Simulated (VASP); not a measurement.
# KI (Fm-3m) in VASP: density of states with PBE

Aim: the density of states of KI with PBE.

All numbers are computed with VASP 6.6.1; they aren't measurements. Logs are shortened: lines on timing, memory, paths and dates and some standing lists are left out, and cuts for length are marked.

## 1. The cell of the first run

The structure is cubic, space group Fm-3m (No. 225). Conventional cell: a = 7.109 Å, b = 7.109 Å, c = 7.109 Å, α = 90.00°, β = 90.00°, γ = 90.00°. K (site symmetry m-3m) has 6 I at 3.55 Å within 4.7 Å. I (site symmetry m-3m) has 6 K at 3.55 Å within 4.7 Å.

## 2. Density of states, PBE

Input file POSCAR:

```
KI
1.0
    0.0000000000      3.5544620000      3.5544620000
    3.5544620000      0.0000000000      3.5544620000
    3.5544620000      3.5544620000      0.0000000000
K I
1 1
Direct
    0.0000000000      0.0000000000      0.0000000000
    0.5000000000      0.5000000000      0.5000000000
```

Input file INCAR.step1:

```
  ALGO = Normal
  EDIFF = 1E-7
  ENCUT = 520
  GGA = PE
  ISIF = 2
  ISMEAR = -1
  LASPH = T
  LCHARG = T
  LREAL = F
  LWAVE = F
  NBANDS = 15
  NELM = 60
  PREC = Accurate
  SIGMA = 0.1
```

Input file KPOINTS.step1:

```
k-points
0
Gamma
  6 6 6
```

Input file INCAR.step2:

```
  ALGO = Normal
  EDIFF = 1E-7
  ENCUT = 520
  GGA = PE
  ICHARG = 11
  ISIF = 2
  ISMEAR = -5
  LASPH = T
  LCHARG = F
  LORBIT = 10
  LREAL = F
  LWAVE = F
  NEDOS = 2001
  NELM = 60
  PREC = Accurate
  SIGMA = 0.1
```

Input file KPOINTS.step2:

```
k-points
0
Gamma
  9 9 9
```

Potentials or basis: VASP PAW PBE potentials, release 64 (K_sv, I).

The run is started by

```sh
> cat potpaw_PBE.64/K_sv/POTCAR potpaw_PBE.64/I/POTCAR > POTCAR
> cp INCAR.step1 INCAR
> cp KPOINTS.step1 KPOINTS
> mpirun -np 1 vasp_std > vasp.out
> cp INCAR.step2 INCAR
> cp KPOINTS.step2 KPOINTS
> mpirun -np 1 vasp_std > vasp.out
```

OUTCAR:

```text
EDIFF = 1E-7
   ENCUT = 520
   GGA = PE
   ICHARG = 11
   ISIF = 2
   ISMEAR = -5
   LASPH = T
   LORBIT = 10
   LREAL = F
   NELM = 60
   PREC = Accurate

 ion  position               nearest neighbor table
   1  0.000  0.000  0.000-   2 3.55   2 3.55   2 3.55   2 3.55   2 3.55   2 3.55
   2  0.500  0.500  0.500-   1 3.55   1 3.55   1 3.55   1 3.55   1 3.55   1 3.55

  LATTYP: Found a face centered cubic cell.
 ALAT       =     7.1089240000

  Lattice vectors:

 A1 = (   0.0000000000,   3.5544620000,   3.5544620000)
 A2 = (   3.5544620000,   0.0000000000,   3.5544620000)
 A3 = (   3.5544620000,   3.5544620000,   0.0000000000)

Analysis of symmetry for initial positions (statically):
=====================================================================
 Subroutine PRICEL returns:
 Original cell was already a primitive cell.

 Routine SETGRP: Setting up the symmetry group for a
 face centered cubic supercell.

 Subroutine GETGRP returns: Found 48 space group operations
 (whereof 48 operations were pure point group operations)
 out of a pool of 48 trial point group operations.

The static configuration has the point symmetry O_h .

Analysis of symmetry for dynamics (positions and initial velocities):
=====================================================================
 Subroutine PRICEL returns:
 Original cell was already a primitive cell.

 Routine SETGRP: Setting up the symmetry group for a
 face centered cubic supercell.

 Subroutine GETGRP returns: Found 48 space group operations
 (whereof 48 operations were pure point group operations)
 out of a pool of 48 trial point group operations.

The dynamic configuration has the point symmetry O_h .

 Subroutine INISYM returns: Found 48 space group operations
 (whereof 48 operations are pure point group operations),
 and found     1 'primitive' translations

----------------------------------------------------------------------------------------

                                     Primitive cell

  volume of cell :      89.8156

  direct lattice vectors                    reciprocal lattice vectors
     0.000000000  3.554462000  3.554462000    -0.140668264  0.140668264  0.140668264
     3.554462000  0.000000000  3.554462000     0.140668264 -0.140668264  0.140668264
     3.554462000  3.554462000  0.000000000     0.140668264  0.140668264 -0.140668264

  length of vectors
     5.026768367  5.026768367  5.026768367     0.243644581  0.243644581  0.243644581

  position of ions in fractional coordinates (direct lattice)
     0.000000000  0.000000000  0.000000000
[... 92 lines left out ...]
   NUPDOWN=      -1.0000    fix difference up-down
   EMIN   =  10.00;   EMAX   =-10.00  energy-range for DOS
   EFERMI =   0.00;   METHOD = LEGACY
   ISMEAR =    -5;   SIGMA  =   0.10  broadening in eV -4-tet -1-fermi 0-gaus
   EFERMI_NEDOS =   21; number of points for ismear=-14 and -15
   IALGO  =     38    algorithm
   IMIX   =      4    mixing-type and parameters
     AMIX     =   0.40;   BMIX     =  1.00
     AMIX_MAG =   1.60;   BMIX_MAG =  1.00
  volume/ion in A,a.u.               =      44.91       303.05
  Fermi-wavevector in a.u.,A,eV,Ry     =   0.921151  1.740723 11.544811  0.848520
  Thomas-Fermi vector in A             =   2.046536
   LORBIT       =     10    0 simple, 1 ext, 2 COOP (PROOUT), +10 PAW based schemes
   GGA     = PE    functional components
   LHFCALC =     F    Hartree Fock is set to
   AEXX    =    0.0000 exact exchange contribution
   IVDW    =     0    specifies the selected vdW correction
   LEPSILON=     F    determine dielectric tensor
   LRPA    =     F    only Hartree local field effects (RPA)
 non-spin polarized calculation
 Fermi weights with tetrahedron method with Bloechl corrections
  energy-cutoff  :      520.00
  volume of cell :       89.82
 maximum number of plane-waves:      2442
 NGX is ok and might be reduce to    40

 number of electron      15.9999999 magnetization

 Free energy of the ion-electron system (eV)
  ---------------------------------------------------
  ext. energy  EPLUGINS =         0.00000000
  ---------------------------------------------------
  free energy    TOTEN  =        -5.56155308 eV

  energy without entropy =       -5.56155308  energy(sigma->0) =       -5.56155308

 E-fermi :  -0.5042     XC(G=0):  -7.1059

 val. band max:       -0.5094380949   @ k =   0.0000   0.0000   0.0000
 cond. band min:       3.4112709466   @ k =   0.0000   0.0000   0.0000
 fundamental gap:      3.9207090416
 Fermi energy:        -0.5041668510

 k-point     1 :       0.0000    0.0000    0.0000
  band No.  band energies     occupation
      1     -29.0441      2.00000
      2     -12.5295      2.00000
      3     -12.5295      2.00000
      4     -12.5295      2.00000
      5     -10.9844      2.00000
      6      -0.5094      2.00000
      7      -0.5094      2.00000
      8      -0.5094      2.00000
      9       3.4113      0.00000
     10       5.9940      0.00000
     11       5.9940      0.00000
     12       5.9940      0.00000
[... 331 lines left out ...]
 k-point    24 :       0.4444    0.4444    0.0000
  band No.  band energies     occupation
      1     -29.0418      2.00000
      2     -12.5733      2.00000
      3     -12.5458      2.00000
      4     -12.5458      2.00000
      5     -10.8463      2.00000
      6      -1.4769      2.00000
      7      -0.8571      2.00000
      8      -0.8571      2.00000
      9       4.4845      0.00000
     10       5.2315      0.00000
     11       7.5328      0.00000
     12       7.7686      0.00000

 [... further k-points ...]
[... 5 lines left out ...]
  --------------------------------------------------------------------------------------
  -------------------------------------------------------------------------------------
  Total        0.2097353      0.2097353      0.2097353      0.0000000     -0.0000000      0.0000000
  in kB        3.7413694      3.7413694      3.7413694      0.0000000     -0.0000000      0.0000000
  external PRESSURE =       3.7413694 kB  Pullay stress =       0.0000000 kB

 VOLUME and BASIS-vectors are now :
 -----------------------------------------------------------------------------
  energy-cutoff  :      520.00
  volume of cell :       89.82
      direct lattice vectors                 reciprocal lattice vectors
     0.000000000  3.554462000  3.554462000    -0.140668264  0.140668264  0.140668264
     3.554462000  0.000000000  3.554462000     0.140668264 -0.140668264  0.140668264
     3.554462000  3.554462000  0.000000000     0.140668264  0.140668264 -0.140668264

 POSITION                                       TOTAL-FORCE (eV/Angst)
 -----------------------------------------------------------------------------------
      0.00000      0.00000      0.00000         0.000000      0.000000      0.000000
      3.55446      3.55446      3.55446         0.000000      0.000000     -0.000000
 -----------------------------------------------------------------------------------
    total drift:                                0.000000     -0.000000     -0.000000

  FREE ENERGIE OF THE ION-ELECTRON SYSTEM (eV)
  ---------------------------------------------------
  free  energy   TOTEN  =        -5.5615530798 eV

  energy  without entropy=       -5.5615530798  energy(sigma->0) =       -5.56155308

 total charge

# of ion       s       p       d       tot
------------------------------------------
    1        1.957   5.577   0.022   7.556
    2        1.492   2.853   0.001   4.346
--------------------------------------------------
tot          3.449   8.430   0.023  11.902
```

OUTCAR.step1:

```text
EDIFF = 1E-7
   ENCUT = 520
   GGA = PE
   ISIF = 2
   ISMEAR = -1
[... 498 lines left out ...]
 -----------------------------------------------------------------------------------
      0.00000      0.00000      0.00000         0.000000     -0.000000      0.000000
      3.55446      3.55446      3.55446         0.000000      0.000000      0.000000
 -----------------------------------------------------------------------------------
    total drift:                                0.000000     -0.000000     -0.000000

  FREE ENERGIE OF THE ION-ELECTRON SYSTEM (eV)
  ---------------------------------------------------
  free  energy   TOTEN  =        -5.5615330657 eV

  energy  without entropy=       -5.5615330651  energy(sigma->0) =       -5.56153307
```

OSZICAR.step1:

```text
N       E                     dE             d eps       ncg     rms          rms(c)
DAV:   1     0.899597030738E+02    0.89960E+02   -0.64250E+03   480   0.900E+02
DAV:   2    -0.150146343972E-01   -0.89975E+02   -0.83727E+02   628   0.216E+02
DAV:   3    -0.539186375682E+01   -0.53768E+01   -0.53524E+01   673   0.455E+01
DAV:   4    -0.564340427379E+01   -0.25154E+00   -0.25144E+00   779   0.895E+00
DAV:   5    -0.564547595139E+01   -0.20717E-02   -0.20716E-02   672   0.762E-01    0.295E+00
DAV:   6    -0.555991862389E+01    0.85557E-01   -0.96499E-02   606   0.177E+00    0.211E+00
DAV:   7    -0.555544532419E+01    0.44733E-02   -0.11382E-01   655   0.168E+00    0.785E-01
DAV:   8    -0.556087402439E+01   -0.54287E-02   -0.12129E-02   494   0.708E-01    0.129E-01
DAV:   9    -0.556138397539E+01   -0.50995E-03   -0.10597E-03   648   0.187E-01    0.790E-02
DAV:  10    -0.556148315785E+01   -0.99182E-04   -0.11511E-04   587   0.586E-02    0.220E-02
DAV:  11    -0.556153301306E+01   -0.49855E-04   -0.65856E-05   522   0.477E-02    0.190E-02
DAV:  12    -0.556153275068E+01    0.26238E-06   -0.27638E-06   669   0.130E-02    0.108E-02
DAV:  13    -0.556153292086E+01   -0.17018E-06   -0.64593E-07   557   0.426E-03    0.322E-03
DAV:  14    -0.556153314213E+01   -0.22127E-06   -0.29915E-07   606   0.268E-03    0.157E-03
DAV:  15    -0.556153306575E+01    0.76379E-07   -0.15415E-08   436   0.889E-04
   1 F= -.55615331E+01 E0= -.55615331E+01  d E =-.660810E-09
```

Run time: 26 s. Hardware: 1 thread of Intel Xeon 6975P-C (Granite Rapids), shared host; peak memory 0.24 GiB.

Results:

```
Valence electrons inside the program's atomic spheres : K 7.56; I 4.35
```

Levels at points of the mesh, in eV from the valence-band top:
```csv
k point,band 4,band 5,band 6,band 7,band 8,band 9,band 10,band 11,band 12
"(0.00, 0.00, 0.00)",-12.02,-10.48,0.00,0.00,0.00,3.92,6.50,6.50,6.50
```

Caveat: spin-orbit coupling is left out, which moves the levels of the heavy elements.
